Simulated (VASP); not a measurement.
# NaCl (Fm-3m) in VASP: single point with PBE+D3(BJ)

Aim: the single point of NaCl with PBE+D3(BJ).

Program: VASP 6.6.1. These are calculated values, not measurements. Logs are shortened: lines on timing, memory, paths and dates and some standing lists are left out, and cuts for length are marked.

## (1) The cell of the first run

It takes space group Fm-3m (No. 225, cubic). Conventional cell: a = 5.588 Å, b = 5.588 Å, c = 5.588 Å, α = 90.00°, β = 90.00°, γ = 90.00°. Within 3.7 Å of Na (site symmetry m-3m) lie 6 Cl at 2.79 Å. Within 3.7 Å of Cl (site symmetry m-3m) lie 6 Na at 2.79 Å.

## (2) Single point, PBE+D3(BJ)

INCAR

```
  PREC = Accurate
  ENCUT = 500
  EDIFF = 1E-6
  ISMEAR = 0
  SIGMA = 0.1
  LREAL = F
  LASPH = T
  NELM = 120
  ALGO = Normal
  ISIF = 2
  LWAVE = F
  LCHARG = F
  GGA = PE
  IVDW = 12
  NBANDS = 14
  GGA_COMPAT = F
```

KPOINTS

```
Automatic mesh
0
Gamma
  6 6 6
```

POSCAR

```
NaCl
1.0
    0.0000000000      2.7940633300      2.7940633300
    2.7940633300      0.0000000000      2.7940633300
    2.7940633300      2.7940633300      0.0000000000
Na Cl
1 1
Direct
    0.0000000000      0.0000000000      0.0000000000
    0.5000000000      0.5000000000      0.5000000000
```

Potentials or basis: VASP PAW PBE potentials, release 64 (Na_pv, Cl).

Launch:

```sh
$ cat potpaw_PBE.64/Na_pv/POTCAR potpaw_PBE.64/Cl/POTCAR > POTCAR
$ mpirun -np 1 vasp_std > vasp.out
```

OUTCAR:

```text
PREC = Accurate
   ENCUT = 500
   EDIFF = 1E-6
   ISMEAR = 0
   LREAL = F
   LASPH = T
   NELM = 120
   ISIF = 2
   GGA = PE
   IVDW = 12
 IVDW          = 12

 ion  position               nearest neighbor table
   1  0.000  0.000  0.000-
   2  0.500  0.500  0.500-

  LATTYP: Found a face centered cubic cell.
 ALAT       =     5.5881266600

  Lattice vectors:

 A1 = (   0.0000000000,   2.7940633300,   2.7940633300)
 A2 = (   2.7940633300,   0.0000000000,   2.7940633300)
 A3 = (   2.7940633300,   2.7940633300,   0.0000000000)

Analysis of symmetry for initial positions (statically):
=====================================================================
 Subroutine PRICEL returns:
 Original cell was already a primitive cell.

 Routine SETGRP: Setting up the symmetry group for a
 face centered cubic supercell.

 Subroutine GETGRP returns: Found 48 space group operations
 (whereof 48 operations were pure point group operations)
 out of a pool of 48 trial point group operations.

The static configuration has the point symmetry O_h .

Analysis of symmetry for dynamics (positions and initial velocities):
=====================================================================
 Subroutine PRICEL returns:
 Original cell was already a primitive cell.

 Routine SETGRP: Setting up the symmetry group for a
 face centered cubic supercell.

 Subroutine GETGRP returns: Found 48 space group operations
 (whereof 48 operations were pure point group operations)
 out of a pool of 48 trial point group operations.

The dynamic configuration has the point symmetry O_h .

 Subroutine INISYM returns: Found 48 space group operations
 (whereof 48 operations are pure point group operations),
 and found     1 'primitive' translations

----------------------------------------------------------------------------------------

                                     Primitive cell

  volume of cell :      43.6253

  direct lattice vectors                    reciprocal lattice vectors
     0.000000000  2.794063330  2.794063330    -0.178950847  0.178950847  0.178950847
     2.794063330  0.000000000  2.794063330     0.178950847 -0.178950847  0.178950847
     2.794063330  2.794063330  0.000000000     0.178950847  0.178950847 -0.178950847

  length of vectors
     3.951402255  3.951402255  3.951402255     0.309951959  0.309951959  0.309951959

  position of ions in fractional coordinates (direct lattice)
     0.000000000  0.000000000  0.000000000
     0.500000000  0.500000000  0.500000000

  ion indices of the primitive-cell ions
   primitive index   ion index
                 1           1
                 2           2

----------------------------------------------------------------------------------------

 KPOINTS: Automatic mesh

Automatic generation of k-mesh.
 Grid dimensions read from file:
 generate k-points for:    6    6    6

 Generating k-lattice:

  Cartesian coordinates                     Fractional coordinates (reciprocal lattice)
    -0.029825141  0.029825141  0.029825141     0.166666667  0.000000000  0.000000000
     0.029825141 -0.029825141  0.029825141     0.000000000  0.166666667  0.000000000
     0.029825141  0.029825141 -0.029825141     0.000000000  0.000000000  0.166666667

  Length of vectors
     0.051658660  0.051658660  0.051658660

  Shift w.r.t. Gamma in fractional coordinates (k-lattice)
     0.000000000  0.000000000  0.000000000

 Subroutine IBZKPT returns following result:
 ===========================================

 Found     16 irreducible k-points:

 Following reciprocal coordinates:
            Coordinates               Weight
  0.000000  0.000000  0.000000      1.000000
  0.166667  0.000000  0.000000      8.000000
  0.333333  0.000000  0.000000      8.000000
  0.500000  0.000000  0.000000      4.000000
  0.166667  0.166667  0.000000      6.000000
  0.333333  0.166667  0.000000     24.000000
[... 8 lines left out ...]
 -0.333333  0.333333  0.166667     24.000000
 -0.333333  0.500000  0.166667     12.000000
   k-points           NKPTS =     16   k-points in BZ     NKDIM =     16   number of bands    NBANDS=     14
   number of dos      NEDOS =    301   number of ions     NIONS =      2
   total plane-waves  NPLWV =  27000
   dimension x,y,z NGX =    30 NGY =   30 NGZ =   30
   dimension x,y,z NGXF=    60 NGYF=   60 NGZF=   60
   ions per type =               1   1
   NGX,Y,Z   is equivalent  to a cutoff of  12.62, 12.62, 12.62 a.u.
   NGXF,Y,Z  is equivalent  to a cutoff of  25.24, 25.24, 25.24 a.u.
 SYSTEM =  unknown system
   PREC   = accura    normal or accurate (medium, high low for compatibility)
   ISTART =      0    job   : 0-new  1-cont  2-samecut
   ICHARG =      2    charge: 1-file 2-atom 10-const
   ISPIN  =      1    spin polarized calculation?
   LNONCOLLINEAR =      F non collinear calculations
   LSORBIT =      F    spin-orbit coupling
   LASPH  =      T    aspherical Exc in radial PAW
   ENCUT  =  500.0 eV  36.75 Ry    6.06 a.u.   7.20  7.20  7.20*2*pi/ulx,y,z
   NELM   =    120;   NELMIN=  2; NELMDL= -5     # of ELM steps
   EDIFF  = 0.1E-05   stopping-criterion for ELM
   LREAL  =      F    real-space projection
   EDIFFG = 0.1E-04   stopping-criterion for IOM
   NSW    =      0    number of steps for IOM
   IBRION =     -1    ionic relax: 0-MD 1-quasi-New 2-CG
   NFREE  =      0    steps in history (QN), initial steepest desc. (CG)
   ISIF   =      2    stress and relaxation
   ISYM   =      2    0-nonsym 1-usesym 2-fastsym
   POTIM  = 0.5000    time-step for ionic-motion
   TEBEG  =    0.0;   TEEND  =   0.0 temperature during run
   PSTRESS=    0.0 pullay stress
   NELECT =      14.0000    total number of electrons
   NUPDOWN=      -1.0000    fix difference up-down
   EMIN   =  10.00;   EMAX   =-10.00  energy-range for DOS
   EFERMI =   0.00;   METHOD = LEGACY
   ISMEAR =     0;   SIGMA  =   0.10  broadening in eV -4-tet -1-fermi 0-gaus
   EFERMI_NEDOS =   21; number of points for ismear=-14 and -15
   IALGO  =     38    algorithm
   IMIX   =      4    mixing-type and parameters
     AMIX     =   0.40;   BMIX     =  1.00
     AMIX_MAG =   1.60;   BMIX_MAG =  1.00
  volume/ion in A,a.u.               =      21.81       147.20
  Fermi-wavevector in a.u.,A,eV,Ry     =   1.120825  2.118053 17.092311  1.256249
  Thomas-Fermi vector in A             =   2.257475
   LORBIT       =      0    0 simple, 1 ext, 2 COOP (PROOUT), +10 PAW based schemes
   GGA     = PE    functional components
   LHFCALC =     F    Hartree Fock is set to
   AEXX    =    0.0000 exact exchange contribution
   IVDW    =    12    specifies the selected vdW correction
   LEPSILON=     F    determine dielectric tensor
   LRPA    =     F    only Hartree local field effects (RPA)
 non-spin polarized calculation
 Gauss-broadening in eV      SIGMA  =   0.10
  energy-cutoff  :      500.00
  volume of cell :       43.63
 maximum number of plane-waves:      1125
 NGX is ok and might be reduce to    30
   NGX = 15   NGY = 15   NGZ = 15

 number of electron      14.0000007 magnetization

 Free energy of the ion-electron system (eV)
  ---------------------------------------------------
  ext. energy  EPLUGINS =         0.00000000
  ---------------------------------------------------
  free energy    TOTEN  =        -6.76562359 eV

  energy without entropy =       -6.76562359  energy(sigma->0) =       -6.76562359

 E-fermi :  -0.1211     XC(G=0):  -8.2855

 val. band max:       -0.5680848244   @ k =   0.0000   0.0000   0.0000
 cond. band min:       4.6475921013   @ k =   0.0000   0.0000   0.0000
 fundamental gap:      5.2156769257
 Fermi energy:        -0.1210707327

 k-point     1 :       0.0000    0.0000    0.0000
  band No.  band energies     occupation
      1     -21.3348      2.00000
      2     -21.3348      2.00000
      3     -21.3348      2.00000
      4     -13.2913      2.00000
      5      -0.5681      2.00000
      6      -0.5681      2.00000
      7      -0.5681      2.00000
      8       4.6476      0.00000
      9      10.5796      0.00000
     10      10.5796      0.00000
     11      10.5796      0.00000
     12      12.7768      0.00000
     13      12.7768      0.00000
     14      14.4296      0.00000

 k-point     2 :       0.1667    0.0000    0.0000
  band No.  band energies     occupation
      1     -21.3433      2.00000
      2     -21.3355      2.00000
      3     -21.3355      2.00000
      4     -13.2040      2.00000
      5      -1.1945      2.00000
      6      -0.6414      2.00000
      7      -0.6414      2.00000
      8       5.4765      0.00000
      9       9.7996      0.00000
     10      10.8743      0.00000
     11      10.8743      0.00000
     12      12.4672      0.00000
     13      12.4672      0.00000
     14      15.5809      0.00000

 k-point     3 :       0.3333    0.0000    0.0000
  band No.  band energies     occupation
      1     -21.3599      2.00000
      2     -21.3366      2.00000
      3     -21.3366      2.00000
      4     -13.0211      2.00000
      5      -2.1650      2.00000
      6      -0.7808      2.00000
      7      -0.7808      2.00000
      8       6.5711      0.00000
      9       9.6481      0.00000
     10      10.7022      0.00000
     11      10.7022      0.00000
     12      13.5781      0.00000
     13      13.5781      0.00000
     14      14.8729      0.00000
[... 188 lines left out ...]
 k-point    15 :      -0.3333    0.3333    0.1667
  band No.  band energies     occupation
      1     -21.3575      2.00000
      2     -21.3474      2.00000
      3     -21.3418      2.00000
      4     -12.8745      2.00000
      5      -2.1026      2.00000
      6      -1.5956      2.00000
      7      -1.1261      2.00000
      8       8.4230      0.00000
      9       8.6971      0.00000
     10       9.5058      0.00000
     11      11.4278      0.00000
     12      13.8086      0.00000
     13      15.2715      0.00000
     14      16.2523      0.00000

 k-point    16 :      -0.3333    0.5000    0.1667
  band No.  band energies     occupation
      1     -21.3541      2.00000
      2     -21.3473      2.00000
      3     -21.3458      2.00000
      4     -12.8620      2.00000
      5      -2.0660      2.00000
      6      -1.5197      2.00000
      7      -1.3167      2.00000
      8       7.9204      0.00000
      9       8.3518      0.00000
     10      10.0704      0.00000
     11      11.6561      0.00000
     12      14.8628      0.00000
     13      15.8489      0.00000
     14      15.9535      0.00000

------------------------ aborting loop because EDIFF is reached ----------------------------------------

 Edisp (eV)   -0.44157

 E8    (eV) :    -0.1847

  FORCE on cell =-STRESS in cart. coord.  units (eV):
  Direction    XX          YY          ZZ          XY          YZ          ZX
  --------------------------------------------------------------------------------------
  -------------------------------------------------------------------------------------
  Total      -0.05330    -0.05330    -0.05330     0.00000     0.00000     0.00000
  in kB      -1.95759    -1.95759    -1.95759     0.00000     0.00000     0.00000
  external pressure =       -1.96 kB  Pullay stress =        0.00 kB

 VOLUME and BASIS-vectors are now :
 -----------------------------------------------------------------------------
  energy-cutoff  :      500.00
  volume of cell :       43.63
      direct lattice vectors                 reciprocal lattice vectors
     0.000000000  2.794063330  2.794063330    -0.178950847  0.178950847  0.178950847
     2.794063330  0.000000000  2.794063330     0.178950847 -0.178950847  0.178950847
     2.794063330  2.794063330  0.000000000     0.178950847  0.178950847 -0.178950847

 POSITION                                       TOTAL-FORCE (eV/Angst)
 -----------------------------------------------------------------------------------
      0.00000      0.00000      0.00000        -0.000000      0.000000      0.000000
      2.79406      2.79406      2.79406         0.000000     -0.000000     -0.000000
 -----------------------------------------------------------------------------------
    total drift:                               -0.000000      0.000000      0.000000

  FREE ENERGIE OF THE ION-ELECTRON SYSTEM (eV)
  ---------------------------------------------------
  free  energy   TOTEN  =        -7.2071954344 eV

  energy  without entropy=       -7.2071954344  energy(sigma->0) =       -7.20719543
```

Wall time 11 s (1 thread of Intel Xeon 8259CL, shared host); peak memory 0.17 GiB.

Results:

```yaml
Free_energy: -7.2072 eV
Pressure: -0.2 GPa
Band_gap_on_the_k_mesh: 5.22 eV
Dispersion_energy_per_atom: -0.221 eV
```
